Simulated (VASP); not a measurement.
# Zr (I4/mmm) in VASP: single point with PBE

Aim: the single point of Zr with PBE.

Everything below comes from runs of VASP 6.6.1. Logs are shortened: lines on timing, memory, paths and dates and some standing lists are left out, and cuts for length are marked.

### Step 1. The cell of the first run

Symmetry: I4/mmm, No. 139, tetragonal system. The conventional cell has a = 3.213 Å, b = 3.213 Å, c = 4.442 Å, α = 90.00°, β = 90.00°, γ = 90.00°. Zr (site symmetry 4/mmm) has 12 Zr at 3.18 to 3.21 Å within 4.2 Å.

### Step 2. Single point, PBE (z stretched by -1.5 % at fixed volume)

File INCAR:

```
PREC = Accurate
ENCUT = 520
EDIFF = 1E-6
ISMEAR = -1
SIGMA = 0.05
LREAL = False
LASPH = True
NELM = 60
ALGO = Normal
ISIF = 2
LWAVE = False
LCHARG = False
GGA = PE
NBANDS = 12
```

File KPOINTS:

```
regular mesh
0
Gamma
  13 13 13
```

File POSCAR:

```
Zr
1.0
    0.0000000000      2.2721051755      2.2211750000
    2.2721051755      0.0000000000      2.2211750000
    2.2721051755      2.2721051755      0.0000000000
Zr
1
Direct
    0.0000000000      0.0000000000      0.0000000000
```

Potentials or basis: VASP PAW PBE potentials, release 64 (Zr_sv).

On the command line:

```sh
$ cat potpaw_PBE.64/Zr_sv/POTCAR > POTCAR
$ mpirun -np 1 vasp_std > vasp.out
```

OUTCAR:

```text
PREC = Accurate
   ENCUT = 520
   EDIFF = 1E-6
   ISMEAR = -1
   LREAL = False
   LASPH = True
   NELM = 60
   ISIF = 2
   GGA = PE

 ion  position               nearest neighbor table
   1  0.000  0.000  0.000-

  LATTYP: Found a body centered tetragonal cell.
 ALAT       =     3.2132419543
 C/A-ratio  =     1.3825133815

  Lattice vectors:

 A1 = (   0.0000000000,  -2.2721051755,  -2.2211750000)
 A2 = (   0.0000000000,   2.2721051755,  -2.2211750000)
 A3 = (   2.2721051755,   0.0000000000,   2.2211750000)

Analysis of symmetry for initial positions (statically):
=====================================================================
 Subroutine PRICEL returns:
 Original cell was already a primitive cell.

 Routine SETGRP: Setting up the symmetry group for a
 body centered tetragonal supercell.

 Subroutine GETGRP returns: Found 16 space group operations
 (whereof 16 operations were pure point group operations)
 out of a pool of 16 trial point group operations.

The static configuration has the point symmetry D_4h.

Analysis of symmetry for dynamics (positions and initial velocities):
=====================================================================
 Subroutine PRICEL returns:
 Original cell was already a primitive cell.

 Routine SETGRP: Setting up the symmetry group for a
 body centered tetragonal supercell.

 Subroutine GETGRP returns: Found 16 space group operations
 (whereof 16 operations were pure point group operations)
 out of a pool of 16 trial point group operations.

The dynamic configuration has the point symmetry D_4h.

 Subroutine INISYM returns: Found 16 space group operations
 (whereof 16 operations are pure point group operations),
 and found     1 'primitive' translations

----------------------------------------------------------------------------------------

                                     Primitive cell

  volume of cell :      22.9335

  direct lattice vectors                    reciprocal lattice vectors
     0.000000000  2.272105176  2.221175000    -0.220060235  0.220060235  0.225106081
     2.272105176  0.000000000  2.221175000     0.220060235 -0.220060235  0.225106081
     2.272105176  2.272105176  0.000000000     0.220060235  0.220060235 -0.225106081

  length of vectors
     3.177432975  3.177432975  3.213241954     0.384090826  0.384090826  0.384090826

  position of ions in fractional coordinates (direct lattice)
     0.000000000  0.000000000  0.000000000

  ion indices of the primitive-cell ions
   primitive index   ion index
                 1           1

----------------------------------------------------------------------------------------

 KPOINTS: regular mesh

Automatic generation of k-mesh.
 Grid dimensions read from file:
 generate k-points for:   13   13   13

 Generating k-lattice:

  Cartesian coordinates                     Fractional coordinates (reciprocal lattice)
    -0.016927710  0.016927710  0.017315852     0.076923077  0.000000000  0.000000000
     0.016927710 -0.016927710  0.017315852     0.000000000  0.076923077  0.000000000
     0.016927710  0.016927710 -0.017315852     0.000000000  0.000000000  0.076923077

  Length of vectors
     0.029545448  0.029545448  0.029545448

  Shift w.r.t. Gamma in fractional coordinates (k-lattice)
     0.000000000  0.000000000  0.000000000

 Subroutine IBZKPT returns following result:
 ===========================================

 Found    196 irreducible k-points:

 Following reciprocal coordinates:
            Coordinates               Weight
  0.000000  0.000000  0.000000      1.000000
  0.076923  0.000000  0.000000      8.000000
  0.153846 -0.000000  0.000000      8.000000
  0.230769 -0.000000  0.000000      8.000000
  0.307692 -0.000000  0.000000      8.000000
  0.384615  0.000000  0.000000      8.000000
[... 16 lines left out ...]
  0.384615  0.153846  0.000000      8.000000
  0.461538  0.153846  0.000000      8.000000
 [... further k-points ...]
   k-points           NKPTS =    196   k-points in BZ     NKDIM =    196   number of bands    NBANDS=     12
   number of dos      NEDOS =    301   number of ions     NIONS =      1
   total plane-waves  NPLWV =  13824
   dimension x,y,z NGX =    24 NGY =   24 NGZ =   24
   dimension x,y,z NGXF=    48 NGYF=   48 NGZF=   48
   ions per type =               1
   NGX,Y,Z   is equivalent  to a cutoff of  12.56, 12.56, 12.42 a.u.
   NGXF,Y,Z  is equivalent  to a cutoff of  25.11, 25.11, 24.83 a.u.
 SYSTEM =  unknown system
   PREC   = accura    normal or accurate (medium, high low for compatibility)
   ISTART =      0    job   : 0-new  1-cont  2-samecut
   ICHARG =      2    charge: 1-file 2-atom 10-const
   ISPIN  =      1    spin polarized calculation?
   LNONCOLLINEAR =      F non collinear calculations
   LSORBIT =      F    spin-orbit coupling
   LASPH  =      T    aspherical Exc in radial PAW
   ENCUT  =  520.0 eV  38.22 Ry    6.18 a.u.   5.91  5.91  5.97*2*pi/ulx,y,z
   NELM   =     60;   NELMIN=  2; NELMDL= -5     # of ELM steps
   EDIFF  = 0.1E-05   stopping-criterion for ELM
   LREAL  =      F    real-space projection
   EDIFFG = 0.1E-04   stopping-criterion for IOM
   NSW    =      0    number of steps for IOM
   IBRION =     -1    ionic relax: 0-MD 1-quasi-New 2-CG
   NFREE  =      0    steps in history (QN), initial steepest desc. (CG)
   ISIF   =      2    stress and relaxation
   ISYM   =      2    0-nonsym 1-usesym 2-fastsym
   POTIM  = 0.5000    time-step for ionic-motion
   TEBEG  =    0.0;   TEEND  =   0.0 temperature during run
   PSTRESS=    0.0 pullay stress
   NELECT =      12.0000    total number of electrons
   NUPDOWN=      -1.0000    fix difference up-down
   EMIN   =  10.00;   EMAX   =-10.00  energy-range for DOS
   EFERMI =   0.00;   METHOD = LEGACY
   ISMEAR =    -1;   SIGMA  =   0.05  broadening in eV -4-tet -1-fermi 0-gaus
   EFERMI_NEDOS =   21; number of points for ismear=-14 and -15
   IALGO  =     38    algorithm
   IMIX   =      4    mixing-type and parameters
     AMIX     =   0.40;   BMIX     =  1.00
     AMIX_MAG =   1.60;   BMIX_MAG =  1.00
  volume/ion in A,a.u.               =      22.93       154.76
  Fermi-wavevector in a.u.,A,eV,Ry     =   1.319204  2.492935 23.678216  1.740300
  Thomas-Fermi vector in A             =   2.449119
   LORBIT       =      0    0 simple, 1 ext, 2 COOP (PROOUT), +10 PAW based schemes
   GGA     = PE    functional components
[... 5 lines left out ...]
 non-spin polarized calculation
  energy-cutoff  :      520.00
  volume of cell :       22.93
 maximum number of plane-waves:       630
   NGX = 11   NGY = 11   NGZ = 11

 number of electron      12.0000000 magnetization

 Free energy of the ion-electron system (eV)
  ---------------------------------------------------
  ext. energy  EPLUGINS =         0.00000000
  ---------------------------------------------------
  free energy    TOTEN  =        -8.48358791 eV

  energy without entropy =       -8.46959703  energy(sigma->0) =       -8.47659247

 E-fermi :   9.0495     XC(G=0): -11.1512

 val. band max:        9.0430751830   @ k =   0.4615   0.1538   0.3077
 cond. band min:       9.0527960983   @ k =  -0.3846   0.1538   0.3077
 fundamental gap:      0.0097209153
 Fermi energy:         9.0494832366

 k-point     1 :       0.0000    0.0000    0.0000
  band No.  band energies     occupation
      1     -39.6247      2.00000
      2     -17.1212      2.00000
      3     -17.1212      2.00000
      4     -17.1171      2.00000
      5       3.4788      2.00000
      6       9.9638      0.00000
      7       9.9638      0.00000
      8      10.1955      0.00000
      9      12.3305      0.00000
     10      12.6535      0.00000
     11      19.5873      0.00000
     12      23.6206      0.00000

 k-point     2 :       0.0769    0.0000    0.0000
  band No.  band energies     occupation
      1     -39.6163      2.00000
      2     -17.1814      2.00000
      3     -17.1297      2.00000
      4     -17.1251      2.00000
      5       3.6719      2.00000
      6       9.8385      0.00000
      7      10.0523      0.00000
      8      10.2344      0.00000
      9      12.2506      0.00000
     10      12.5552      0.00000
     11      19.9996      0.00000
     12      22.9988      0.00000

 k-point     3 :       0.1538   -0.0000    0.0000
  band No.  band energies     occupation
      1     -39.5929      2.00000
      2     -17.3493      2.00000
      3     -17.1531      2.00000
      4     -17.1436      2.00000
      5       4.2103      2.00000
      6       9.4581      0.00056
      7      10.2364      0.00000
      8      10.4171      0.00000
      9      12.1434      0.00000
     10      12.3838      0.00000
     11      20.8625      0.00000
     12      21.9362      0.00000

 k-point     4 :       0.2308   -0.0000    0.0000
  band No.  band energies     occupation
      1     -39.5596      2.00000
      2     -17.5796      2.00000
      3     -17.1858      2.00000
      4     -17.1694      2.00000
      5       4.9558      2.00000
      6       9.1089      0.46682
      7      10.2784      0.00000
      8      10.5075      0.00000
      9      12.3396      0.00000
     10      12.4638      0.00000
     11      20.2441      0.00000
     12      22.6104      0.00000

 k-point     5 :       0.3077   -0.0000    0.0000
  band No.  band energies     occupation
      1     -39.5240      2.00000
      2     -17.8164      2.00000
      3     -17.2203      2.00000
      4     -17.1965      2.00000
      5       5.6382      2.00000
      6       9.1022      0.51687
      7      10.0973      0.00000
      8      10.3599      0.00000
      9      12.9588      0.00000
     10      12.9720      0.00000
     11      19.3665      0.00000
     12      22.4999      0.00000

 k-point     6 :       0.3846    0.0000    0.0000
  band No.  band energies     occupation
      1     -39.4942      2.00000
      2     -18.0074      2.00000
      3     -17.2486      2.00000
      4     -17.2189      2.00000
      5       5.9882      2.00000
      6       9.5762      0.00005
      7       9.8755      0.00000
      8      10.1460      0.00000
      9      13.6613      0.00000
     10      13.7371      0.00000
     11      18.8191      0.00000
     12      20.9627      0.00000

 k-point     7 :       0.4615    0.0000    0.0000
  band No.  band energies     occupation
      1     -39.4774      2.00000
      2     -18.1133      2.00000
      3     -17.2645      2.00000
      4     -17.2314      2.00000
      5       6.0740      2.00000
      6       9.7412      0.00000
      7      10.0076      0.00000
      8      10.1259      0.00000
      9      14.1639      0.00000
     10      14.3022      0.00000
     11      18.7170      0.00000
     12      19.6052      0.00000

 k-point     8 :       0.0769    0.0769    0.0000
  band No.  band energies     occupation
      1     -39.6130      2.00000
      2     -17.1781      2.00000
      3     -17.1436      2.00000
      4     -17.1436      2.00000
      5       3.7439      2.00000
      6       9.8853      0.00000
      7      10.1154      0.00000
      8      10.1154      0.00000
      9      12.3244      0.00000
     10      12.4231      0.00000
     11      20.1682      0.00000
     12      23.4903      0.00000
[... 166 lines left out ...]
 k-point    20 :       0.1538    0.1538    0.0000
  band No.  band energies     occupation
      1     -39.5804      2.00000
      2     -17.3422      2.00000
      3     -17.2052      2.00000
      4     -17.2052      2.00000
      5       4.4793      2.00000
      6       9.1548      0.21712
      7      10.5679      0.00000
      8      10.5679      0.00000
      9      11.4915      0.00000
     10      12.6896      0.00000
     11      21.6907      0.00000
     12      22.9060      0.00000

 k-point    21 :       0.2308    0.1538    0.0000
  band No.  band energies     occupation
      1     -39.5548      2.00000
      2     -17.4950      2.00000
      3     -17.2456      2.00000
      4     -17.2326      2.00000
      5       5.0595      2.00000
      6       8.7411      1.99582
      7      10.6015      0.00000
      8      10.8260      0.00000
      9      11.4042      0.00000
     10      12.9127      0.00000
     11      22.1014      0.00000
     12      22.8395      0.00000

 k-point    22 :       0.3077    0.1538    0.0000
  band No.  band energies     occupation
      1     -39.5229      2.00000
      2     -17.6938      2.00000
      3     -17.2836      2.00000
      4     -17.2640      2.00000
      5       5.7725      2.00000
      6       8.4604      1.99998
      7      10.1087      0.00000
      8      10.8558      0.00000
      9      12.1589      0.00000
     10      13.3869      0.00000
     11      21.0854      0.00000
     12      23.4995      0.00000

 k-point    23 :       0.3846    0.1538    0.0000
  band No.  band energies     occupation
      1     -39.4920      2.00000
      2     -17.8786      2.00000
      3     -17.3106      2.00000
      4     -17.3062      2.00000
      5       6.3540      2.00000
      6       8.4986      1.99997
      7       9.7097      0.00000
      8      10.6814      0.00000
      9      13.2164      0.00000
     10      14.0264      0.00000
     11      20.0429      0.00000
     12      22.3042      0.00000

 k-point    24 :       0.4615    0.1538    0.0000
  band No.  band energies     occupation
      1     -39.4694      2.00000
      2     -18.0079      2.00000
      3     -17.3510      2.00000
      4     -17.3206      2.00000
      5       6.6139      2.00000
      6       8.7192      1.99730
      7       9.6885      0.00001
      8      10.4723      0.00000
      9      14.3574      0.00000
     10      14.4379      0.00000
     11      18.8904      0.00000
     12      21.2947      0.00000

 [... further k-points ...]

------------------------ aborting loop because EDIFF is reached ----------------------------------------

  FORCE on cell =-STRESS in cart. coord.  units (eV):
  Direction    XX          YY          ZZ          XY          YZ          ZX
  --------------------------------------------------------------------------------------
  -------------------------------------------------------------------------------------
  Total        0.1424205      0.1424205      0.2152751      0.0000000      0.0000000      0.0000000
  in kB        9.9497822      9.9497822     15.0395473      0.0000000      0.0000000      0.0000000
  external PRESSURE =      11.6463706 kB  Pullay stress =       0.0000000 kB

 VOLUME and BASIS-vectors are now :
 -----------------------------------------------------------------------------
  energy-cutoff  :      520.00
  volume of cell :       22.93
      direct lattice vectors                 reciprocal lattice vectors
     0.000000000  2.272105176  2.221175000    -0.220060235  0.220060235  0.225106081
     2.272105176  0.000000000  2.221175000     0.220060235 -0.220060235  0.225106081
     2.272105176  2.272105176  0.000000000     0.220060235  0.220060235 -0.225106081

 POSITION                                       TOTAL-FORCE (eV/Angst)
 -----------------------------------------------------------------------------------
      0.00000      0.00000      0.00000         0.000000      0.000000      0.000000
 -----------------------------------------------------------------------------------
    total drift:                               -0.000000      0.000000      0.000000

  FREE ENERGIE OF THE ION-ELECTRON SYSTEM (eV)
  ---------------------------------------------------
  free  energy   TOTEN  =        -8.4835879143 eV

  energy  without entropy=       -8.4695970271  energy(sigma->0) =       -8.47659247
```

Wall time 42 s (1 thread of Intel Xeon 8259CL, shared host); peak memory 0.17 GiB.

Results:

```yaml
Free_energy: -8.4836 eV
Pressure: 1.2 GPa
Band_gap_on_the_k_mesh: zero (bands 6 and 7 overlap by 1.54 eV)
```

Stress tensor (GPa, compression positive):
```
0.99 0.00 0.00
0.00 0.99 0.00
0.00 0.00 1.50
```

Levels at points of the mesh, in eV from the Fermi level:
```csv
k point,band 3,band 4,band 5,band 6,band 7,band 8,band 9,band 10
"(0.00, 0.00, 0.00)",-26.17,-26.17,-5.57,0.91,0.91,1.15,3.28,3.60
```
